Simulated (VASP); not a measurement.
# Li3S2 (P-3m1) in VASP: notebook

Runs on Li3S2. Level: PBE. Tasks: single point.

Program: VASP 6.6.1. These are calculated values, not measurements. Logs are shortened: lines on timing, memory, paths and dates and some standing lists are left out, and cuts for length are marked.

### Step 1. The cell of the first run

Symmetry: P-3m1, No. 164, trigonal system. The conventional cell has a = 3.847 Å, b = 3.847 Å, c = 5.985 Å, α = 90.00°, β = 90.00°, γ = 120.00°. Li (site symmetry -3m) has 6 S at 2.66 Å and 6 Li at 3.07 Å within 3.5 Å. Li (site symmetry 3m) has 4 S at 2.32 to 2.39 Å and 6 Li at 2.82 to 3.07 Å within 3.1 Å. Within 3.1 Å of S (site symmetry 3m) lie 7 Li at 2.32 to 2.66 Å.

### Step 2. Single point, PBE

File INCAR:

```
  PREC = Accurate
  ENCUT = 520
  EDIFF = 1E-7
  ISMEAR = 0
  SIGMA = 0.1
  LREAL = False
  LASPH = True
  NELM = 100
  ALGO = Normal
  ISIF = 2
  LWAVE = False
  LCHARG = True
  GGA = PE
  LELF = True
  LVHAR = True
  NBANDS = 18
```

File KPOINTS:

```
regular mesh
0
Gamma
  6 6 4
```

File POSCAR:

```
Li3S2
1.0
    3.8468414000      0.0000000000      0.0000000000
   -1.9234207000      3.3314623767      0.0000000000
    0.0000000000      0.0000000000      5.9850603507
Li S
3 2
Direct
    0.0000000000      0.0000000000      0.0000000000
    0.3333333333      0.6666666667      0.6450000000
    0.6666666667      0.3333333333      0.3550000000
    0.3333333333      0.6666666667      0.2450000000
    0.6666666667      0.3333333333      0.7550000000
```

Potentials or basis: VASP PAW PBE potentials, release 64 (Li_sv, S).

The run is started by

```console
$ cat potpaw_PBE.64/Li_sv/POTCAR potpaw_PBE.64/S/POTCAR > POTCAR
$ mpirun -np 1 vasp_std > vasp.out
```

OUTCAR:

```text
PREC = Accurate
   ENCUT = 520
   EDIFF = 1E-7
   ISMEAR = 0
   LREAL = False
   LASPH = True
   NELM = 100
   ISIF = 2
   GGA = PE

 ion  position               nearest neighbor table
   1  0.000  0.000  0.000-   4 2.66   5 2.66   4 2.66   5 2.66   5 2.66   4 2.66
   2  0.333  0.667  0.645-   5 2.32   5 2.32   5 2.32   4 2.39
   3  0.667  0.333  0.355-   4 2.32   4 2.32   4 2.32   5 2.39
   4  0.333  0.667  0.245-   3 2.32   3 2.32   3 2.32   2 2.39   1 2.66   1 2.66   1 2.66
   5  0.667  0.333  0.755-   2 2.32   2 2.32   2 2.32   3 2.39   1 2.66   1 2.66   1 2.66

  LATTYP: Found a hexagonal cell.
 ALAT       =     3.8468414000
 C/A-ratio  =     1.5558375634

  Lattice vectors:

 A1 = (   3.8468414000,   0.0000000000,   0.0000000000)
 A2 = (  -1.9234207000,   3.3314623767,   0.0000000000)
 A3 = (   0.0000000000,   0.0000000000,   5.9850603507)

Analysis of symmetry for initial positions (statically):
=====================================================================
 Subroutine PRICEL returns:
 Original cell was already a primitive cell.

 Routine SETGRP: Setting up the symmetry group for a
 hexagonal supercell.

 Subroutine GETGRP returns: Found 12 space group operations
 (whereof 12 operations were pure point group operations)
 out of a pool of 24 trial point group operations.

The static configuration has the point symmetry D_3d.

Analysis of symmetry for dynamics (positions and initial velocities):
=====================================================================
 Subroutine PRICEL returns:
 Original cell was already a primitive cell.

 Routine SETGRP: Setting up the symmetry group for a
 hexagonal supercell.

 Subroutine GETGRP returns: Found 12 space group operations
 (whereof 12 operations were pure point group operations)
 out of a pool of 24 trial point group operations.

The dynamic configuration has the point symmetry D_3d.

 Subroutine INISYM returns: Found 12 space group operations
 (whereof 12 operations are pure point group operations),
 and found     1 'primitive' translations

----------------------------------------------------------------------------------------

                                     Primitive cell

  volume of cell :      76.7022

  direct lattice vectors                    reciprocal lattice vectors
     3.846841400  0.000000000  0.000000000     0.259953530  0.150084240  0.000000000
    -1.923420700  3.331462377  0.000000000     0.000000000  0.300168481  0.000000000
     0.000000000  0.000000000  5.985060351     0.000000000  0.000000000  0.167082693

  length of vectors
     3.846841400  3.846841400  5.985060351     0.300168481  0.300168481  0.167082693

  position of ions in fractional coordinates (direct lattice)
     0.000000000  0.000000000  0.000000000
     0.333333333  0.666666667  0.645000000
     0.666666667  0.333333333  0.355000000
     0.333333333  0.666666667  0.245000000
     0.666666667  0.333333333  0.755000000

  ion indices of the primitive-cell ions
   primitive index   ion index
                 1           1
                 2           2
                 3           3
                 4           4
                 5           5

----------------------------------------------------------------------------------------

 KPOINTS: regular mesh

Automatic generation of k-mesh.
 Grid dimensions read from file:
 generate k-points for:    6    6    4

 Generating k-lattice:

  Cartesian coordinates                     Fractional coordinates (reciprocal lattice)
     0.043325588  0.025014040  0.000000000     0.166666667  0.000000000  0.000000000
     0.000000000  0.050028080  0.000000000     0.000000000  0.166666667  0.000000000
     0.000000000  0.000000000  0.041770673     0.000000000  0.000000000  0.250000000

  Length of vectors
     0.050028080  0.050028080  0.041770673

  Shift w.r.t. Gamma in fractional coordinates (k-lattice)
     0.000000000  0.000000000  0.000000000

 Subroutine IBZKPT returns following result:
 ===========================================

 Found     24 irreducible k-points:

 Following reciprocal coordinates:
            Coordinates               Weight
  0.000000  0.000000  0.000000      1.000000
  0.166667  0.000000  0.000000      6.000000
  0.333333  0.000000  0.000000      6.000000
  0.500000  0.000000  0.000000      3.000000
  0.166667  0.166667  0.000000      6.000000
  0.333333  0.166667  0.000000     12.000000
[... 16 lines left out ...]
  0.333333  0.166667  0.500000     12.000000
  0.333333  0.333333  0.500000      2.000000
   k-points           NKPTS =     24   k-points in BZ     NKDIM =     24   number of bands    NBANDS=     18
   number of dos      NEDOS =    301   number of ions     NIONS =      5
   total plane-waves  NPLWV =  43200
   dimension x,y,z NGX =    30 NGY =   30 NGZ =   48
   dimension x,y,z NGXF=    60 NGYF=   60 NGZF=   96
   ions per type =               3   2
   NGX,Y,Z   is equivalent  to a cutoff of  12.96, 12.96, 13.33 a.u.
   NGXF,Y,Z  is equivalent  to a cutoff of  25.93, 25.93, 26.67 a.u.
 SYSTEM =  unknown system
   PREC   = accura    normal or accurate (medium, high low for compatibility)
   ISTART =      0    job   : 0-new  1-cont  2-samecut
   ICHARG =      2    charge: 1-file 2-atom 10-const
   ISPIN  =      1    spin polarized calculation?
   LNONCOLLINEAR =      F non collinear calculations
   LSORBIT =      F    spin-orbit coupling
   LASPH  =      T    aspherical Exc in radial PAW
   ENCUT  =  520.0 eV  38.22 Ry    6.18 a.u.   7.15  7.15 11.13*2*pi/ulx,y,z
   NELM   =    100;   NELMIN=  2; NELMDL= -5     # of ELM steps
   EDIFF  = 0.1E-06   stopping-criterion for ELM
   LREAL  =      F    real-space projection
   EDIFFG = 0.1E-05   stopping-criterion for IOM
   NSW    =      0    number of steps for IOM
   IBRION =     -1    ionic relax: 0-MD 1-quasi-New 2-CG
   NFREE  =      0    steps in history (QN), initial steepest desc. (CG)
   ISIF   =      2    stress and relaxation
   ISYM   =      2    0-nonsym 1-usesym 2-fastsym
   POTIM  = 0.5000    time-step for ionic-motion
   TEBEG  =    0.0;   TEEND  =   0.0 temperature during run
   PSTRESS=    0.0 pullay stress
   NELECT =      21.0000    total number of electrons
   NUPDOWN=      -1.0000    fix difference up-down
   EMIN   =  10.00;   EMAX   =-10.00  energy-range for DOS
   EFERMI =   0.00;   METHOD = LEGACY
   ISMEAR =     0;   SIGMA  =   0.10  broadening in eV -4-tet -1-fermi 0-gaus
   EFERMI_NEDOS =   21; number of points for ismear=-14 and -15
   IALGO  =     38    algorithm
   IMIX   =      4    mixing-type and parameters
     AMIX     =   0.40;   BMIX     =  1.00
     AMIX_MAG =   1.60;   BMIX_MAG =  1.00
  volume/ion in A,a.u.               =      15.34       103.52
  Fermi-wavevector in a.u.,A,eV,Ry     =   1.063030  2.008835 15.375018  1.130032
  Thomas-Fermi vector in A             =   2.198501
   LORBIT       =      0    0 simple, 1 ext, 2 COOP (PROOUT), +10 PAW based schemes
   GGA     = PE    functional components
   LHFCALC =     F    Hartree Fock is set to
   AEXX    =    0.0000 exact exchange contribution
   IVDW    =     0    specifies the selected vdW correction
   LEPSILON=     F    determine dielectric tensor
   LRPA    =     F    only Hartree local field effects (RPA)
 non-spin polarized calculation
 Gauss-broadening in eV      SIGMA  =   0.10
  energy-cutoff  :      520.00
  volume of cell :       76.70
 maximum number of plane-waves:      2091
 NGX is ok and might be reduce to    30
   NGX = 15   NGY = 15   NGZ = 23

 number of electron      20.9999990 magnetization

 Free energy of the ion-electron system (eV)
  ---------------------------------------------------
  ext. energy  EPLUGINS =         0.00000000
  ---------------------------------------------------
  free energy    TOTEN  =       -18.79204409 eV

  energy without entropy =      -18.77401865  energy(sigma->0) =      -18.78303137

 E-fermi :   1.7154     XC(G=0):  -8.8704

 val. band max:        1.6783174649   @ k =   0.3333   0.0000   0.2500
 cond. band min:       1.7378212908   @ k =   0.3333   0.0000   0.0000
 fundamental gap:      0.0595038259
 Fermi energy:         1.7153690114

 k-point     1 :       0.0000    0.0000    0.0000
  band No.  band energies     occupation
      1     -42.5982      2.00000
      2     -41.8977      2.00000
      3     -41.8716      2.00000
      4      -9.6678      2.00000
      5      -8.8611      2.00000
      6      -1.3231      2.00000
[... 10 lines left out ...]
     17      10.2937      0.00000
     18      10.4896      0.00000

 k-point     2 :       0.1667    0.0000    0.0000
  band No.  band energies     occupation
      1     -42.5980      2.00000
      2     -41.8958      2.00000
      3     -41.8729      2.00000
      4      -9.5456      2.00000
      5      -8.8098      2.00000
      6      -1.1330      2.00000
[... 10 lines left out ...]
     17      10.4958      0.00000
     18      10.7269      0.00000

 k-point     3 :       0.3333    0.0000    0.0000
  band No.  band energies     occupation
      1     -42.5975      2.00000
      2     -41.8912      2.00000
      3     -41.8762      2.00000
      4      -9.2483      2.00000
      5      -8.7360      2.00000
      6      -0.6670      2.00000
[... 10 lines left out ...]
     17      11.0152      0.00000
     18      12.0855      0.00000

 k-point     4 :       0.5000    0.0000    0.0000
  band No.  band energies     occupation
      1     -42.5973      2.00000
      2     -41.8878      2.00000
      3     -41.8790      2.00000
      4      -9.0359      2.00000
      5      -8.7494      2.00000
      6      -0.9115      2.00000
[... 10 lines left out ...]
     17      11.5898      0.00000
     18      12.2461      0.00000

 k-point     5 :       0.1667    0.1667    0.0000
  band No.  band energies     occupation
      1     -42.5976      2.00000
      2     -41.8925      2.00000
      3     -41.8752      2.00000
      4      -9.3329      2.00000
      5      -8.7472      2.00000
      6      -0.7841      2.00000
[... 10 lines left out ...]
     17      10.1744      0.00000
     18      11.4730      0.00000

 k-point     6 :       0.3333    0.1667    0.0000
  band No.  band energies     occupation
      1     -42.5973      2.00000
      2     -41.8877      2.00000
      3     -41.8791      2.00000
      4      -9.0432      2.00000
      5      -8.7414      2.00000
      6      -0.8051      2.00000
[... 10 lines left out ...]
     17      11.1998      0.00000
     18      11.7940      0.00000

 k-point     7 :       0.3333    0.3333    0.0000
  band No.  band energies     occupation
      1     -42.5972      2.00000
      2     -41.8833      2.00000
      3     -41.8833      2.00000
      4      -8.8402      2.00000
      5      -8.8402      2.00000
      6      -0.9801      2.00000
[... 10 lines left out ...]
     17      11.5778      0.00000
     18      11.5778      0.00000

 k-point     8 :       0.0000    0.0000    0.2500
  band No.  band energies     occupation
      1     -42.5982      2.00000
      2     -41.8977      2.00000
      3     -41.8716      2.00000
      4      -9.5720      2.00000
      5      -8.9989      2.00000
      6      -0.8737      2.00000
[... 10 lines left out ...]
     17      10.0877      0.00000
     18      10.4363      0.00000
[... 229 lines left out ...]
     17      10.5984      0.00000
     18      11.1589      0.00000

 k-point    20 :       0.3333    0.0000    0.5000
  band No.  band energies     occupation
      1     -42.5975      2.00000
      2     -41.8913      2.00000
      3     -41.8762      2.00000
      4      -9.0596      2.00000
      5      -8.9568      2.00000
      6      -0.7549      2.00000
[... 10 lines left out ...]
     17      11.7259      0.00000
     18      11.7911      0.00000

 k-point    21 :       0.5000    0.0000    0.5000
  band No.  band energies     occupation
      1     -42.5973      2.00000
      2     -41.8877      2.00000
      3     -41.8790      2.00000
      4      -8.9398      2.00000
      5      -8.8532      2.00000
      6      -1.2219      2.00000
[... 10 lines left out ...]
     17      11.3324      0.00000
     18      12.2055      0.00000

 k-point    22 :       0.1667    0.1667    0.5000
  band No.  band energies     occupation
      1     -42.5976      2.00000
      2     -41.8926      2.00000
      3     -41.8752      2.00000
      4      -9.1150      2.00000
      5      -9.0082      2.00000
      6      -0.3629      2.00000
[... 10 lines left out ...]
     17      11.1913      0.00000
     18      11.4956      0.00000

 k-point    23 :       0.3333    0.1667    0.5000
  band No.  band energies     occupation
      1     -42.5973      2.00000
      2     -41.8878      2.00000
      3     -41.8791      2.00000
      4      -8.9327      2.00000
      5      -8.8616      2.00000
      6      -0.9495      2.00000
[... 10 lines left out ...]
     17      10.9963      0.00000
     18      12.4079      0.00000

 k-point    24 :       0.3333    0.3333    0.5000
  band No.  band energies     occupation
      1     -42.5972      2.00000
      2     -41.8832      2.00000
      3     -41.8832      2.00000
      4      -8.8393      2.00000
      5      -8.8393      2.00000
      6      -0.6214      2.00000
[... 10 lines left out ...]
     17      12.2462      0.00000
     18      12.2659      0.00000

------------------------ aborting loop because EDIFF is reached ----------------------------------------

  FORCE on cell =-STRESS in cart. coord.  units (eV):
  Direction    XX          YY          ZZ          XY          YZ          ZX
  --------------------------------------------------------------------------------------
  -------------------------------------------------------------------------------------
  Total        1.6190639      1.6190639      0.6555595      0.0000000      0.0000000      0.0000000
  in kB       33.8194744     33.8194744     13.6935149      0.0000000      0.0000000      0.0000000
  external PRESSURE =      27.1108213 kB  Pullay stress =       0.0000000 kB

 VOLUME and BASIS-vectors are now :
 -----------------------------------------------------------------------------
  energy-cutoff  :      520.00
  volume of cell :       76.70
      direct lattice vectors                 reciprocal lattice vectors
     3.846841400  0.000000000  0.000000000     0.259953530  0.150084240  0.000000000
    -1.923420700  3.331462377  0.000000000     0.000000000  0.300168481  0.000000000
     0.000000000  0.000000000  5.985060351     0.000000000  0.000000000  0.167082693

 POSITION                                       TOTAL-FORCE (eV/Angst)
 -----------------------------------------------------------------------------------
      0.00000      0.00000      0.00000         0.000000     -0.000000      0.000000
     -0.00000      2.22097      3.86036        -0.000000     -0.000000      0.057738
      1.92342      1.11049      2.12470        -0.000000     -0.000000     -0.057738
     -0.00000      2.22097      1.46634         0.000000      0.000000     -0.350844
      1.92342      1.11049      4.51872         0.000000      0.000000      0.350844
 -----------------------------------------------------------------------------------
    total drift:                                0.000000      0.000000     -0.000000

  FREE ENERGIE OF THE ION-ELECTRON SYSTEM (eV)
  ---------------------------------------------------
  free  energy   TOTEN  =       -18.7920440916 eV

  energy  without entropy=      -18.7740186511  energy(sigma->0) =      -18.78303137
```

Run time: 35 s. Hardware: 1 thread of Intel Xeon Platinum 8259CL at 2.50GHz (Skylake/Cascade Lake), shared host; peak memory 0.19 GiB.

Results:

* Free energy: -18.7920 eV
* Largest force: 0.351 eV/Å

Forces on the atoms (eV/Å):
```
Li   0.000  0.000  0.000
Li   0.000  0.000  0.058
Li   0.000  0.000 -0.058
S    0.000  0.000 -0.351
S    0.000  0.000  0.351
```

Levels at points of the mesh, in eV from the Fermi level:
```
           k point  band 7  band 8  band 9  band 10  band 11  band 12  band 13  band 14  band 15  band 16
(0.00, 0.00, 0.00)   -0.28   -0.28    0.31     0.31     0.66     5.69     6.04     7.32     7.32     8.58
(0.50, 0.00, 0.00)   -2.26   -1.51   -1.32    -0.60    -0.10     5.74     6.66     7.32     7.48     9.68
(0.00, 0.00, 0.50)   -1.39   -0.07   -0.07     0.09     0.09     5.70     6.99     6.99     7.21     8.10
(0.50, 0.00, 0.50)   -2.54   -0.80   -0.77    -0.53    -0.47     4.99     6.58     7.09     7.91     9.53
```

Caveat: the cutoff is under 1.25 times the usual one of these potentials, so pressure, stress and relaxed cells hold a basis-set (Pulay) error.

(Continued in part 2 of 2.)
